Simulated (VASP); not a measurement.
# Nb in VASP: notebook

Runs on Nb. Level: PBE. Tasks: single point.

Everything below comes from runs of VASP 6.6.1. Logs are shortened: lines on timing, memory, paths and dates and some standing lists are left out, and cuts for length are marked.

## 1. The cell of the first run

The typed cell holds 1 atom: a = 2.951 Å, b = 2.951 Å, c = 2.963 Å, α = 109.03°, β = 109.03°, γ = 110.05°.

## 2. Single point, PBE (strained)

INCAR reads:

```
PREC = Accurate
ENCUT = 520
EDIFF = 1E-7
ISMEAR = 0
SIGMA = 0.1
LREAL = False
LASPH = True
NELM = 60
ALGO = Fast
ISIF = 2
LWAVE = False
LCHARG = False
GGA = PE
NBANDS = 12
```

KPOINTS reads:

```
regular mesh
0
Gamma
  16 16 16
```

POSCAR reads:

```
Nb
1.0
   -1.7083608255      1.7116221675      1.6917546045
    1.7116221675     -1.7083608255      1.6917546045
    1.7218055415      1.7218055415     -1.6884932625
Nb
1
Direct
    0.0000000000      0.0000000000      0.0000000000
```

Potentials or basis: VASP PAW PBE potentials, release 64 (Nb_sv).

The run is started by

```console
cat potpaw_PBE.64/Nb_sv/POTCAR > POTCAR
mpirun -np 1 vasp_std > vasp.out
```

OUTCAR:

```text
PREC = Accurate
   ENCUT = 520
   EDIFF = 1E-7
   ISMEAR = 0
   LREAL = False
   LASPH = True
   NELM = 60
   ISIF = 2
   GGA = PE

 ion  position               nearest neighbor table
   1  0.000  0.000  0.000-

  LATTYP: Found a base centered monoclinic cell.
 ALAT       =     3.3835123526
 B/A-ratio  =     1.4294572704
 C/A-ratio  =     0.8757605570
 COS(beta)  =    -0.5687104335

  Lattice vectors:

 A1 = (  -1.7083608255,   1.7116221675,   1.6917546045)
 A2 = (   1.7116221675,  -1.7083608255,   1.6917546045)
 A3 = (   1.7218055415,   1.7218055415,  -1.6884932625)

Analysis of symmetry for initial positions (statically):
=====================================================================
 Subroutine PRICEL returns:
 Original cell was already a primitive cell.

 Routine SETGRP: Setting up the symmetry group for a
 base centered monoclinic supercell.

 Subroutine GETGRP returns: Found  4 space group operations
 (whereof  4 operations were pure point group operations)
 out of a pool of  4 trial point group operations.

The static configuration has the point symmetry C_2h.

Analysis of symmetry for dynamics (positions and initial velocities):
=====================================================================
 Subroutine PRICEL returns:
 Original cell was already a primitive cell.

 Routine SETGRP: Setting up the symmetry group for a
 base centered monoclinic supercell.

 Subroutine GETGRP returns: Found  4 space group operations
 (whereof  4 operations were pure point group operations)
 out of a pool of  4 trial point group operations.

The dynamic configuration has the point symmetry C_2h.

 Subroutine INISYM returns: Found  4 space group operations
 (whereof  4 operations are pure point group operations),
 and found     1 'primitive' translations

----------------------------------------------------------------------------------------

                                     Primitive cell

  volume of cell :      19.9428

  direct lattice vectors                    reciprocal lattice vectors
    -1.708360826  1.711622168  1.691754605    -0.001419898  0.290979217  0.295272035
     1.711622168 -1.708360826  1.691754605     0.290979217 -0.001419898  0.295272035
     1.721805541  1.721805541 -1.688493262     0.290118606  0.290118606 -0.000559287

  length of vectors
     2.951301543  2.951301543  2.963146662     0.414555781  0.414555781  0.410290049

  position of ions in fractional coordinates (direct lattice)
     0.000000000  0.000000000  0.000000000

  ion indices of the primitive-cell ions
   primitive index   ion index
                 1           1

----------------------------------------------------------------------------------------

 KPOINTS: regular mesh

Automatic generation of k-mesh.
 Grid dimensions read from file:
 generate k-points for:   16   16   16

 Generating k-lattice:

  Cartesian coordinates                     Fractional coordinates (reciprocal lattice)
    -0.000088744  0.018186201  0.018454502     0.062500000 -0.000000000  0.000000000
     0.018186201 -0.000088744  0.018454502    -0.000000000  0.062500000  0.000000000
     0.018132413  0.018132413 -0.000034955     0.000000000  0.000000000  0.062500000

  Length of vectors
     0.025909736  0.025909736  0.025643128

  Shift w.r.t. Gamma in fractional coordinates (k-lattice)
     0.000000000  0.000000000  0.000000000

 Subroutine IBZKPT returns following result:
 ===========================================

 Found   1098 irreducible k-points:

 Following reciprocal coordinates:
            Coordinates               Weight
  0.000000  0.000000  0.000000      1.000000
  0.062500 -0.000000  0.000000      4.000000
  0.125000 -0.000000  0.000000      4.000000
  0.187500 -0.000000  0.000000      4.000000
  0.250000 -0.000000  0.000000      4.000000
  0.312500 -0.000000  0.000000      4.000000
[... 16 lines left out ...]
 -0.125000  0.062500  0.000000      4.000000
 -0.062500  0.062500  0.000000      2.000000
 [... further k-points ...]
   k-points           NKPTS =   1098   k-points in BZ     NKDIM =   1098   number of bands    NBANDS=     12
   number of dos      NEDOS =    301   number of ions     NIONS =      1
   total plane-waves  NPLWV =  13824
   dimension x,y,z NGX =    24 NGY =   24 NGZ =   24
   dimension x,y,z NGXF=    48 NGYF=   48 NGZF=   48
   ions per type =               1
   NGX,Y,Z   is equivalent  to a cutoff of  13.52, 13.52, 13.47 a.u.
   NGXF,Y,Z  is equivalent  to a cutoff of  27.04, 27.04, 26.93 a.u.
 SYSTEM =  unknown system
   PREC   = accura    normal or accurate (medium, high low for compatibility)
   ISTART =      0    job   : 0-new  1-cont  2-samecut
   ICHARG =      2    charge: 1-file 2-atom 10-const
   ISPIN  =      1    spin polarized calculation?
   LNONCOLLINEAR =      F non collinear calculations
   LSORBIT =      F    spin-orbit coupling
   LASPH  =      T    aspherical Exc in radial PAW
   ENCUT  =  520.0 eV  38.22 Ry    6.18 a.u.   5.49  5.49  5.51*2*pi/ulx,y,z
   NELM   =     60;   NELMIN=  2; NELMDL= -5     # of ELM steps
   EDIFF  = 0.1E-06   stopping-criterion for ELM
   LREAL  =      F    real-space projection
   EDIFFG = 0.1E-05   stopping-criterion for IOM
   NSW    =      0    number of steps for IOM
   IBRION =     -1    ionic relax: 0-MD 1-quasi-New 2-CG
   NFREE  =      0    steps in history (QN), initial steepest desc. (CG)
   ISIF   =      2    stress and relaxation
   ISYM   =      2    0-nonsym 1-usesym 2-fastsym
   POTIM  = 0.5000    time-step for ionic-motion
   TEBEG  =    0.0;   TEEND  =   0.0 temperature during run
   PSTRESS=    0.0 pullay stress
   NELECT =      13.0000    total number of electrons
   NUPDOWN=      -1.0000    fix difference up-down
   EMIN   =  10.00;   EMAX   =-10.00  energy-range for DOS
   EFERMI =   0.00;   METHOD = LEGACY
   ISMEAR =     0;   SIGMA  =   0.10  broadening in eV -4-tet -1-fermi 0-gaus
   EFERMI_NEDOS =   21; number of points for ismear=-14 and -15
   IALGO  =     68    algorithm
   IMIX   =      4    mixing-type and parameters
     AMIX     =   0.40;   BMIX     =  1.00
     AMIX_MAG =   1.60;   BMIX_MAG =  1.00
  volume/ion in A,a.u.               =      19.94       134.58
  Fermi-wavevector in a.u.,A,eV,Ry     =   1.419474  2.682416 27.414457  2.014906
  Thomas-Fermi vector in A             =   2.540491
   LORBIT       =      0    0 simple, 1 ext, 2 COOP (PROOUT), +10 PAW based schemes
   GGA     = PE    functional components
   LHFCALC =     F    Hartree Fock is set to
   AEXX    =    0.0000 exact exchange contribution
   IVDW    =     0    specifies the selected vdW correction
   LEPSILON=     F    determine dielectric tensor
   LRPA    =     F    only Hartree local field effects (RPA)
 non-spin polarized calculation
 RMM-DIIS sequential band-by-band and
 Gauss-broadening in eV      SIGMA  =   0.10
  energy-cutoff  :      520.00
  volume of cell :       19.94
 maximum number of plane-waves:       556
 NGX is ok and might be reduce to    24
   NGX = 11   NGY = 11   NGZ = 11

 number of electron      13.0000001 magnetization

 Free energy of the ion-electron system (eV)
  ---------------------------------------------------
  ext. energy  EPLUGINS =         0.00000000
  ---------------------------------------------------
  free energy    TOTEN  =       -10.13380518 eV

  energy without entropy =      -10.12535431  energy(sigma->0) =      -10.12957974

 E-fermi :   9.8269     XC(G=0): -11.9822

 val. band max:        9.8266923111   @ k =  -0.1250   0.2500   0.1875
 cond. band min:       9.8269052707   @ k =   0.4375   0.0625   0.1875
 fundamental gap:      0.0002129597
 Fermi energy:         9.8268639027

 k-point     1 :       0.0000    0.0000    0.0000
  band No.  band energies     occupation
      1     -44.7021      2.00000
      2     -20.1967      2.00000
      3     -20.1826      2.00000
      4     -20.1730      2.00000
      5       4.0864      2.00000
      6      10.1033      0.00009
      7      10.1997      0.00000
      8      10.3038      0.00000
      9      12.6895      0.00000
     10      12.8794      0.00000
     11      23.6000      0.00000
     12      23.7179      0.00000

 k-point     2 :       0.0625   -0.0000    0.0000
  band No.  band energies     occupation
      1     -44.6960      2.00000
      2     -20.2287      2.00000
      3     -20.1966      2.00000
      4     -20.1794      2.00000
      5       4.2309      2.00000
      6      10.0597      0.00099
      7      10.2107      0.00000
      8      10.3616      0.00000
      9      12.6452      0.00000
     10      12.8041      0.00000
     11      23.8077      0.00000
     12      23.9519      0.00000

 k-point     3 :       0.1250   -0.0000    0.0000
  band No.  band energies     occupation
      1     -44.6787      2.00000
      2     -20.3380      2.00000
      3     -20.2323      2.00000
      4     -20.1822      2.00000
      5       4.6438      2.00000
      6       9.8395      0.85827
      7      10.1253      0.00002
      8      10.7307      0.00000
      9      12.4492      0.00000
     10      12.7746      0.00000
     11      24.1176      0.00000
     12      24.6608      0.00000
[... 286 lines left out ...]
 k-point    23 :      -0.1250    0.0625    0.0000
  band No.  band energies     occupation
      1     -44.6842      2.00000
      2     -20.2958      2.00000
      3     -20.2139      2.00000
      4     -20.1957      2.00000
      5       4.5087      2.00000
      6       9.9731      0.03863
      7      10.1251      0.00002
      8      10.6105      0.00000
      9      12.3822      0.00000
     10      12.8576      0.00000
     11      23.9794      0.00000
     12      24.4668      0.00000

 k-point    24 :      -0.0625    0.0625    0.0000
  band No.  band energies     occupation
      1     -44.6959      2.00000
      2     -20.2134      2.00000
      3     -20.1995      2.00000
      4     -20.1921      2.00000
      5       4.2302      2.00000
      6      10.0930      0.00017
      7      10.2205      0.00000
      8      10.3353      0.00000
      9      12.5553      0.00000
     10      12.8737      0.00000
     11      23.7163      0.00000
     12      24.0858      0.00000

 [... further k-points ...]

------------------------ aborting loop because EDIFF is reached ----------------------------------------

  FORCE on cell =-STRESS in cart. coord.  units (eV):
  Direction    XX          YY          ZZ          XY          YZ          ZX
  --------------------------------------------------------------------------------------
  -------------------------------------------------------------------------------------
  Total       -1.7793543     -1.7793543     -1.6342316     -0.0152253     -0.0037781     -0.0037781
  in kB     -142.9510283   -142.9510283   -131.2920570     -1.2231791     -0.3035249     -0.3035250
  external PRESSURE =    -139.0647046 kB  Pullay stress =       0.0000000 kB

 VOLUME and BASIS-vectors are now :
 -----------------------------------------------------------------------------
  energy-cutoff  :      520.00
  volume of cell :       19.94
      direct lattice vectors                 reciprocal lattice vectors
    -1.708360826  1.711622168  1.691754605    -0.001419898  0.290979217  0.295272035
     1.711622168 -1.708360826  1.691754605     0.290979217 -0.001419898  0.295272035
     1.721805541  1.721805541 -1.688493262     0.290118606  0.290118606 -0.000559287

 POSITION                                       TOTAL-FORCE (eV/Angst)
 -----------------------------------------------------------------------------------
      0.00000      0.00000      0.00000        -0.000000      0.000000     -0.000000
 -----------------------------------------------------------------------------------
    total drift:                               -0.000000      0.000000      0.000000

  FREE ENERGIE OF THE ION-ELECTRON SYSTEM (eV)
  ---------------------------------------------------
  free  energy   TOTEN  =       -10.1338051803 eV

  energy  without entropy=      -10.1253543089  energy(sigma->0) =      -10.12957974
```

It took 5.3 min on 1 thread of AMD EPYC 9R45 (Zen 5), shared host; peak memory 0.33 GiB.

What came out:

- Free energy: -10.1338 eV
- Pressure: -13.9 GPa
- Band gap on the k mesh: zero (an odd number of electrons rules out a gap without spin polarisation)

Caveat: the cell differs from its parent crystal (strained); the cell stands under tension.

## 3. Single point, PBE (the cell strained at random)

INCAR reads:

```
ALGO = Fast
EDIFF = 1E-7
ENCUT = 520
GGA = PE
ISIF = 2
ISMEAR = 0
LASPH = T
LCHARG = T
LELF = T
LREAL = F
LVHAR = T
LWAVE = F
NBANDS = 12
NELM = 80
PREC = Accurate
SIGMA = 0.1
```

KPOINTS reads:

```
k-points
0
Gamma
  16 16 16
```

POSCAR reads:

```
Nb
1.0
   -1.5988895550      1.6365114645      1.6175091555
    1.6060445400     -1.6290902475      1.6172429235
    1.6072425840      1.6374432765     -1.6100879385
Nb
1
Direct
    0.0000000000      0.0000000000      0.0000000000
```

Potentials or basis: VASP PAW PBE potentials, release 64 (Nb_sv).

The run is started by

```console
cat potpaw_PBE.64/Nb_sv/POTCAR > POTCAR
mpirun -np 1 vasp_std > vasp.out
```

OUTCAR:

```text
EDIFF = 1E-7
   ENCUT = 520
   GGA = PE
   ISIF = 2
   ISMEAR = 0
   LASPH = T
   LREAL = F
   NELM = 80
   PREC = Accurate

 ion  position               nearest neighbor table
   1  0.000  0.000  0.000-

  LATTYP: Found a triclinic cell.
 ALAT       =     2.8015689841
 B/A-ratio  =     1.1546274689
 C/A-ratio  =     1.1469665624
 COS(alpha) =     0.0044445138
 COS(beta)  =     0.5730365283
 COS(gamma) =     0.5771943030

  Lattice vectors:

 A1 = (  -1.6060445400,   1.6290902475,  -1.6172429235)
 A2 = (  -0.0071549850,  -0.0074212170,  -3.2347520790)
 A3 = (  -3.2132871240,  -0.0083530290,  -0.0071549850)

Analysis of symmetry for initial positions (statically):
=====================================================================
 Subroutine PRICEL returns:
 Original cell was already a primitive cell.

 Routine SETGRP: Setting up the symmetry group for a
 triclinic supercell.

 Subroutine GETGRP returns: Found  2 space group operations
 (whereof  2 operations were pure point group operations)
 out of a pool of  2 trial point group operations.

The static configuration has the point symmetry S_2 .

Analysis of symmetry for dynamics (positions and initial velocities):
=====================================================================
 Subroutine PRICEL returns:
 Original cell was already a primitive cell.

 Routine SETGRP: Setting up the symmetry group for a
 triclinic supercell.

 Subroutine GETGRP returns: Found  2 space group operations
 (whereof  2 operations were pure point group operations)
 out of a pool of  2 trial point group operations.

The dynamic configuration has the point symmetry S_2 .

 Subroutine INISYM returns: Found  2 space group operations
 (whereof  2 operations are pure point group operations),
 and found     1 'primitive' translations

----------------------------------------------------------------------------------------
[... 118 lines left out ...]
   AEXX    =    0.0000 exact exchange contribution
   IVDW    =     0    specifies the selected vdW correction
   LEPSILON=     F    determine dielectric tensor
   LRPA    =     F    only Hartree local field effects (RPA)
 non-spin polarized calculation
 RMM-DIIS sequential band-by-band and
 Gauss-broadening in eV      SIGMA  =   0.10
  energy-cutoff  :      520.00
  volume of cell :       17.01
 maximum number of plane-waves:       471
 NGX is ok and might be reduce to    24
   NGX = 11   NGY = 11   NGZ = 11

 number of electron      13.0000000 magnetization

 Free energy of the ion-electron system (eV)
  ---------------------------------------------------
  ext. energy  EPLUGINS =         0.00000000
  ---------------------------------------------------
  free energy    TOTEN  =       -10.18202694 eV

  energy without entropy =      -10.17565950  energy(sigma->0) =      -10.17884322

 E-fermi :  11.9912     XC(G=0): -12.7968

 val. band max:       11.9902765271   @ k =   0.1250  -0.1875   0.0625
 cond. band min:      11.9927460492   @ k =  -0.3750   0.3125   0.1250
 fundamental gap:      0.0024695221
 Fermi energy:        11.9911970178

 k-point     1 :       0.0000    0.0000    0.0000
  band No.  band energies     occupation
      1     -42.3092      2.00000
      2     -17.4895      2.00000
      3     -17.4637      2.00000
      4     -17.4620      2.00000
      5       5.9523      2.00000
      6      12.2257      0.00091
      7      12.3199      0.00000
      8      12.4817      0.00000
      9      15.3083      0.00000
     10      15.5745      0.00000
     11      26.1741      0.00000
     12      26.3936      0.00000
[... 331 lines left out ...]
 k-point    24 :      -0.1250    0.0625   -0.0000
  band No.  band energies     occupation
      1     -42.2759      2.00000
      2     -17.6651      2.00000
      3     -17.5222      2.00000
      4     -17.4815      2.00000
      5       6.4522      2.00000
      6      12.1025      0.11553
      7      12.1463      0.02828
      8      12.8960      0.00000
      9      14.8776      0.00000
     10      15.5664      0.00000
     11      26.6966      0.00000
     12      27.3288      0.00000

 [... further k-points ...]

------------------------ aborting loop because EDIFF is reached ----------------------------------------

  FORCE on cell =-STRESS in cart. coord.  units (eV):
  Direction    XX          YY          ZZ          XY          YZ          ZX
  --------------------------------------------------------------------------------------
  -------------------------------------------------------------------------------------
  Total        1.3667245      1.0900496      1.2775098     -0.0207995     -0.0185389     -0.0178488
  in kB      128.6961652    102.6433717    120.2953594     -1.9585603     -1.7456923     -1.6807090
  external PRESSURE =     117.2116321 kB  Pullay stress =       0.0000000 kB

 VOLUME and BASIS-vectors are now :
 -----------------------------------------------------------------------------
  energy-cutoff  :      520.00
  volume of cell :       17.01
      direct lattice vectors                 reciprocal lattice vectors
    -1.598889555  1.636511465  1.617509156    -0.001479009  0.304745600  0.308446822
     1.606044540 -1.629090247  1.617242924     0.310524830 -0.001491458  0.308459271
     1.607242584  1.637443276 -1.610087938     0.310418928  0.304652148 -0.001385557

 POSITION                                       TOTAL-FORCE (eV/Angst)
 -----------------------------------------------------------------------------------
      0.00000      0.00000      0.00000         0.000000      0.000000      0.000000
 -----------------------------------------------------------------------------------
    total drift:                                0.000000      0.000000     -0.000000

  FREE ENERGIE OF THE ION-ELECTRON SYSTEM (eV)
  ---------------------------------------------------
  free  energy   TOTEN  =       -10.1820269438 eV

  energy  without entropy=      -10.1756594965  energy(sigma->0) =      -10.17884322
```

OSZICAR:

```text
N       E                     dE             d eps       ncg     rms          rms(c)
DAV:   1     0.118971718268E+03    0.11897E+03   -0.73349E+03 49480   0.109E+03
DAV:   2    -0.583234404251E+01   -0.12480E+03   -0.12025E+03 52768   0.395E+02
DAV:   3    -0.102731385630E+02   -0.44408E+01   -0.42384E+01 70568   0.660E+01
[... 18 lines left out ...]
RMM:  22    -0.101820262187E+02   -0.51821E-06   -0.44049E-06 46726   0.695E-03    0.146E-04
RMM:  23    -0.101820265083E+02   -0.28962E-06   -0.25746E-06 44502   0.562E-03    0.867E-05
RMM:  24    -0.101820266912E+02   -0.18288E-06   -0.18518E-06 42892   0.418E-03    0.366E-04
RMM:  25    -0.101820268482E+02   -0.15693E-06   -0.10827E-06 41810   0.368E-03    0.704E-05
RMM:  26    -0.101820269438E+02   -0.95678E-07   -0.79242E-07 39847   0.292E-03
   1 F= -.10182027E+02 E0= -.10178843E+02  d E =-.636745E-02
```

It took 10 min on 1 thread of AMD EPYC 9R45 (Zen 5), shared host; peak memory 0.47 GiB.

Results:

```
Free energy            : -10.1820 eV
Pressure               : 11.7 GPa
Band gap on the k mesh : zero (an odd number of electrons rules out a gap without spin polarisation)
```

Caveat: the cell differs from its parent crystal (the cell strained at random); the cell stands under pressure.
